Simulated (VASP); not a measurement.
# P (Cmmm) in VASP: further runs

P is run at these levels: PBEsol+D3(BJ); tasks: single point.

Program: VASP 6.6.1. These are calculated values, not measurements. Logs are shortened: lines on timing, memory, paths and dates and some standing lists are left out, and cuts for length are marked.

## Step 1: The cell of the first run

Symmetry: Cmmm, No. 65, orthorhombic system. The conventional cell has a = 3.317 Å, b = 3.444 Å, c = 2.390 Å, α = 90.00°, β = 90.00°, γ = 90.00°. P (site symmetry mmm) has 18 P at 2.39 to 3.44 Å within 3.5 Å.

## Step 2: Single point, PBEsol+D3(BJ) (strain +0.0375 x Voigt [0, 0, 0, 0, 1, 0])

INCAR reads:

```
SYSTEM = P
PREC = Accurate ; ENCUT = 520
EDIFF = 1E-7 ; ISMEAR = 0
SIGMA = 0.15 ; LREAL = .FALSE.
LASPH = .TRUE. ; NELM = 100
ALGO = Normal ; ISIF = 2
LWAVE = .FALSE. ; LCHARG = .FALSE.
GGA = PS ; IVDW = 12
NBANDS = 8
```

KPOINTS reads:

```
regular mesh
0
G
  24 24 24
  0 0 0
```

POSCAR reads:

```
P
1.0
    2.3904808287      0.0000000000      0.0448215155
    0.0000000000      2.3904808287      0.0000000000
    0.0448246579      0.0000000000      2.3906484192
P
1
Direct
    0.0000000000      0.0000000000      0.0000000000
```

Potentials or basis: VASP PAW PBE potentials, release 64 (P).

On the command line:

```sh
> cat potpaw_PBE.64/P/POTCAR > POTCAR
> mpirun -np 1 vasp_std > vasp.out
```

OUTCAR:

```text
SYSTEM = P
   PREC = Accurate
   ENCUT = 520
   EDIFF = 1E-7
   ISMEAR = 0
   LREAL = .FALSE.
   LASPH = .TRUE.
   NELM = 100
   ISIF = 2
   GGA = PS
   IVDW = 12
 IVDW          = 12

 ion  position               nearest neighbor table
   1  0.000  0.000  0.000-

  LATTYP: Found a simple monoclinic cell.
 ALAT       =     2.3909009935
 B/A-ratio  =     0.9998242651
 C/A-ratio  =     1.0000701074
 COS(beta)  =    -0.0374868210

  Lattice vectors:

 A1 = (   2.3904808287,   0.0000000000,   0.0448215155)
 A2 = (   0.0000000000,  -2.3904808287,   0.0000000000)
 A3 = (  -0.0448246579,   0.0000000000,  -2.3906484192)

Analysis of symmetry for initial positions (statically):
=====================================================================
 Subroutine PRICEL returns:
 Original cell was already a primitive cell.

 Routine SETGRP: Setting up the symmetry group for a
 simple monoclinic supercell.

 Subroutine GETGRP returns: Found  4 space group operations
 (whereof  4 operations were pure point group operations)
 out of a pool of  4 trial point group operations.

The static configuration has the point symmetry C_2h.

Analysis of symmetry for dynamics (positions and initial velocities):
=====================================================================
 Subroutine PRICEL returns:
 Original cell was already a primitive cell.

 Routine SETGRP: Setting up the symmetry group for a
 simple monoclinic supercell.

 Subroutine GETGRP returns: Found  4 space group operations
 (whereof  4 operations were pure point group operations)
 out of a pool of  4 trial point group operations.

The dynamic configuration has the point symmetry C_2h.

 Subroutine INISYM returns: Found  4 space group operations
 (whereof  4 operations are pure point group operations),
 and found     1 'primitive' translations

----------------------------------------------------------------------------------------

                                     Primitive cell

  volume of cell :      13.6563

  direct lattice vectors                    reciprocal lattice vectors
     2.390480829  0.000000000  0.044821515     0.418473001  0.000000000 -0.007846369
     0.000000000  2.390480829  0.000000000     0.000000000  0.418325882  0.000000000
     0.044824658  0.000000000  2.390648419    -0.007845819  0.000000000  0.418443665

[... 81 lines left out ...]
   EDIFF  = 0.1E-06   stopping-criterion for ELM
   LREAL  =      F    real-space projection
   EDIFFG = 0.1E-05   stopping-criterion for IOM
   NSW    =      0    number of steps for IOM
   IBRION =     -1    ionic relax: 0-MD 1-quasi-New 2-CG
   NFREE  =      0    steps in history (QN), initial steepest desc. (CG)
   ISIF   =      2    stress and relaxation
   ISYM   =      2    0-nonsym 1-usesym 2-fastsym
   POTIM  = 0.5000    time-step for ionic-motion
   TEBEG  =    0.0;   TEEND  =   0.0 temperature during run
   PSTRESS=    0.0 pullay stress
   NELECT =       5.0000    total number of electrons
   NUPDOWN=      -1.0000    fix difference up-down
   EMIN   =  10.00;   EMAX   =-10.00  energy-range for DOS
   EFERMI =   0.00;   METHOD = LEGACY
   ISMEAR =     0;   SIGMA  =   0.15  broadening in eV -4-tet -1-fermi 0-gaus
   EFERMI_NEDOS =   21; number of points for ismear=-14 and -15
   IALGO  =     38    algorithm
   IMIX   =      4    mixing-type and parameters
     AMIX     =   0.40;   BMIX     =  1.00
     AMIX_MAG =   1.60;   BMIX_MAG =  1.00
  volume/ion in A,a.u.               =      13.66        92.16
  Fermi-wavevector in a.u.,A,eV,Ry     =   1.171171  2.213192 18.662317  1.371642
  Thomas-Fermi vector in A             =   2.307619
   LORBIT       =      0    0 simple, 1 ext, 2 COOP (PROOUT), +10 PAW based schemes
   GGA     = PS    functional components
   LHFCALC =     F    Hartree Fock is set to
   AEXX    =    0.0000 exact exchange contribution
   IVDW    =    12    specifies the selected vdW correction
   LEPSILON=     F    determine dielectric tensor
   LRPA    =     F    only Hartree local field effects (RPA)
 non-spin polarized calculation
 Gauss-broadening in eV      SIGMA  =   0.15
  energy-cutoff  :      520.00
  volume of cell :       13.66
 maximum number of plane-waves:       382
 NGX is ok and might be reduce to    18
   NGX =  9   NGY =  9   NGZ =  9

 number of electron       4.9999999 magnetization

 Free energy of the ion-electron system (eV)
  ---------------------------------------------------
  ext. energy  EPLUGINS =         0.00000000
  ---------------------------------------------------
  free energy    TOTEN  =        -5.75971249 eV

  energy without entropy =       -5.75631267  energy(sigma->0) =       -5.75801258

 E-fermi :  10.5358     XC(G=0): -11.6578

 val. band max:       10.5273042821   @ k =  -0.2083   0.1250   0.2917
 cond. band min:      10.5381745807   @ k =   0.0833   0.2083   0.2083
 fundamental gap:      0.0108702985
 Fermi energy:        10.5357559316

 k-point     1 :       0.0000    0.0000    0.0000
  band No.  band energies     occupation
      1      -6.6532      2.00000
      2      15.7683      0.00000
      3      15.8925      0.00000
      4      16.0496      0.00000
      5      17.2794      0.00000
      6      17.3032      0.00000
      7      25.3838      0.00000
      8      35.7405      0.00000
[... 243 lines left out ...]
 k-point    24 :       0.4167    0.0417   -0.0000
  band No.  band energies     occupation
      1      -2.7334      2.00000
      2       2.4171      2.00000
      3      17.6796      0.00000
      4      18.5973      0.00000
      5      20.5805      0.00000
      6      24.8888      0.00000
      7      25.8206      0.00000
      8      27.2266      0.00000

 [... further k-points ...]

------------------------ aborting loop because EDIFF is reached ----------------------------------------

 Edisp (eV)   -0.41517

 E8    (eV) :    -0.2463

  FORCE on cell =-STRESS in cart. coord.  units (eV):
  Direction    XX          YY          ZZ          XY          YZ          ZX
  --------------------------------------------------------------------------------------
  -------------------------------------------------------------------------------------
  Total       0.01117     0.02062     0.00968     0.00000     0.00000    -0.19376
  in kB       1.31055     2.41880     1.13509     0.00000     0.00000   -22.73211
  external pressure =        1.62 kB  Pullay stress =        0.00 kB

 VOLUME and BASIS-vectors are now :
 -----------------------------------------------------------------------------
  energy-cutoff  :      520.00
  volume of cell :       13.66
      direct lattice vectors                 reciprocal lattice vectors
     2.390480829  0.000000000  0.044821515     0.418473001  0.000000000 -0.007846369
     0.000000000  2.390480829  0.000000000     0.000000000  0.418325882  0.000000000
     0.044824658  0.000000000  2.390648419    -0.007845819  0.000000000  0.418443665

 POSITION                                       TOTAL-FORCE (eV/Angst)
 -----------------------------------------------------------------------------------
      0.00000      0.00000      0.00000         0.000000      0.000000      0.000000
 -----------------------------------------------------------------------------------
    total drift:                                0.000000      0.000000      0.000000

  FREE ENERGIE OF THE ION-ELECTRON SYSTEM (eV)
  ---------------------------------------------------
  free  energy   TOTEN  =        -6.1748840550 eV

  energy  without entropy=       -6.1714842318  energy(sigma->0) =       -6.17318414
```

OSZICAR:

```text
N       E                     dE             d eps       ncg     rms          rms(c)
DAV:   1     0.267209530517E-02    0.26721E-02   -0.21792E+03 63584   0.453E+02
DAV:   2    -0.572092595470E+01   -0.57236E+01   -0.54439E+01 87792   0.493E+01
DAV:   3    -0.577258226373E+01   -0.51656E-01   -0.51577E-01 67800   0.515E+00
DAV:   4    -0.577265282427E+01   -0.70561E-04   -0.70561E-04 97592   0.206E-01
DAV:   5    -0.577265288429E+01   -0.60022E-07   -0.59899E-07 68168   0.326E-03    0.508E+00
DAV:   6    -0.576444886044E+01    0.82040E-02   -0.91136E-04 76984   0.209E-01    0.299E+00
DAV:   7    -0.575968659123E+01    0.47623E-02   -0.19837E-03 63560   0.340E-01    0.877E-02
DAV:   8    -0.575971069565E+01   -0.24104E-04   -0.44642E-05 93520   0.589E-02    0.160E-02
DAV:   9    -0.575971243636E+01   -0.17407E-05   -0.12400E-06 73824   0.926E-03    0.201E-03
DAV:  10    -0.575971248820E+01   -0.51836E-07   -0.35674E-08 69064   0.137E-03
   1 F= -.61748841E+01 E0= -.61731841E+01  d E =-.339982E-02
```

stdout:

```text
POSCAR found type information on POSCAR P
 POSCAR found :  1 types and       1 ions
 scaLAPACK will be used
 -----------------------------------------------------------------------------
|                                                                             |
|                                                                             |
|     You enforced a specific xc type in the INCAR file but a different       |
|     I HOPE YOU KNOW WHAT YOU ARE DOING!                                     |
|                                                                             |
 -----------------------------------------------------------------------------

 LDA part: xc-table for (Slater+PW92), standard interpolation
 POSCAR, INCAR and KPOINTS ok, starting setup
 FFT: planning ... GRIDC
 FFT: planning ... GRID_SOFT
 FFT: planning ... GRID
 WAVECAR not read
 entering main loop
```

It took 4.7 min on 1 thread of Intel Xeon 8259CL, shared host; peak memory 0.43 GiB.

What came out:

```yaml
Free_energy: -6.1749 eV
Pressure: 0.2 GPa
Band_gap_on_the_k_mesh: zero (an odd number of electrons rules out a gap without spin polarisation)
Dispersion_energy_per_atom: -0.415 eV
```

Stress tensor (GPa, compression positive):
```
 0.13  0.00 -2.27
 0.00  0.24  0.00
-2.27  0.00  0.11
```

Caveat: the cell differs from its parent crystal (strain +0.0375 x Voigt [0, 0, 0, 0, 1, 0]); the PAW data sets were made with another functional, which shifts forces and pressure a little.

## Step 3: Single point, PBEsol+D3(BJ) (strain +0.0225 x Voigt [0, 0, 0, 0, 1, 0])

INCAR reads:

```
ALGO = Normal
EDIFF = 1E-6
ENCUT = 520
GGA = PS
ISIF = 2
ISMEAR = 0
IVDW = 12
LASPH = T
LCHARG = F
LREAL = F
LWAVE = F
NBANDS = 8
NELM = 100
PREC = Accurate
SIGMA = 0.15
```

KPOINTS reads:

```
k-points
0
Gamma
  24 24 24
```

POSCAR reads:

```
P
1.0
    2.3904808287      0.0000000000      0.0268929093
    0.0000000000      2.3904808287      0.0000000000
    0.0268947947      0.0000000000      2.3906484192
P
1
Direct
    0.0000000000      0.0000000000      0.0000000000
```

Potentials or basis: VASP PAW PBE potentials, release 64 (P).

On the command line:

```sh
> cat potpaw_PBE.64/P/POTCAR > POTCAR
> mpirun -np 1 vasp_std > vasp.out
```

Run time: 4.3 min. Hardware: 1 thread of Intel Xeon 8259CL, shared host; peak memory 0.43 GiB.

It converged, with:

```
Free energy                : -6.1771 eV
Pressure                   : 0.2 GPa
Band gap on the k mesh     : zero (an odd number of electrons rules out a gap without spin polarisation)
Dispersion energy per atom : -0.415 eV
```

Stress tensor (GPa, compression positive):
```
 0.14  0.00 -1.29
 0.00  0.19  0.00
-1.29  0.00  0.13
```

Levels at points of the mesh, in eV from the Fermi level:
```tsv
k point	band 1	band 2	band 3	band 4	band 5	band 6	band 7
(0.00, 0.00, 0.00)	-17.18	5.29	5.37	5.46	6.75	6.76	14.86
(0.50, 0.00, 0.00)	-12.49	-9.28	8.45	8.48	9.48	14.64	14.64
(0.00, 0.50, 0.00)	-12.49	-9.28	8.39	8.57	9.50	14.57	14.72
(0.50, 0.50, 0.00)	-7.38	-5.59	-5.59	0.48	11.35	17.17	17.34
(0.00, 0.00, 0.50)	-12.49	-9.28	8.45	8.48	9.48	14.64	14.64
(0.50, 0.00, 0.50)	-7.39	-5.81	-5.37	0.49	11.37	17.20	17.53
(0.00, 0.50, 0.50)	-7.38	-5.59	-5.59	0.48	11.35	17.17	17.34
(0.50, 0.50, 0.50)	-2.44	-2.24	-2.02	-0.88	4.21	4.44	4.64
```

Caveat: the cell differs from its parent crystal (strain +0.0225 x Voigt [0, 0, 0, 0, 1, 0]); the PAW data sets were made with another functional, which shifts forces and pressure a little.
